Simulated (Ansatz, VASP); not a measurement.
## C: VASP beside Ansatz

```
C
1.0
    -2.45766    0.00000    0.00000
     0.00000    0.00000   -3.52948
     0.00000   -4.25679    0.00000
C
4
Direct
  0.50000 0.00000 0.17724
  0.00000 0.00000 0.64905
  0.00000 0.00000 0.32276
  0.50000 0.00000 0.85095
```

Change from the starting cell: mode 8 frozen in at -0.060 Å and mode 12 at +0.015 Å (largest displacements).

Alike in both runs: task single point; functional PBEsol; dispersion D3(BJ); k mesh 18 × 12 × 10; occupations gaussian, width 0.15 eV; no spin polarisation.

|  | VASP | Ansatz |
| --- | --- | --- |
| version | VASP 6.6.1 | Ansatz 0.2.0 |
| potentials or method | VASP PAW PBE potentials, release 64 (C), cutoff 600 eV | scalar-relativistic, plane waves, PAW |
| valence electrons in the cell | 16 | 16 |

Ansatz gave:

* gap on the k mesh at the Fermi level (eV): none
* pressure (GPa): 3.0
* traceless stress, the component that is largest in VASP (GPa): -3.04
* rms of the force components (eV/Å): 2.813

Task: What did VASP give for the same quantities?

Result: gap on the k mesh at the Fermi level (eV): none; pressure (GPa): 3.2; traceless stress, the component that is largest in VASP (GPa): -3.59; rms of the force components (eV/Å): 2.817.

VASP's potentials were made for PBE, not for PBEsol, and Ansatz warns of the same on its side. Atom by atom the forces differ by 0.010 eV/Å (rms over components). A gap of «none» marks a metal or a gap that the smearing closes.
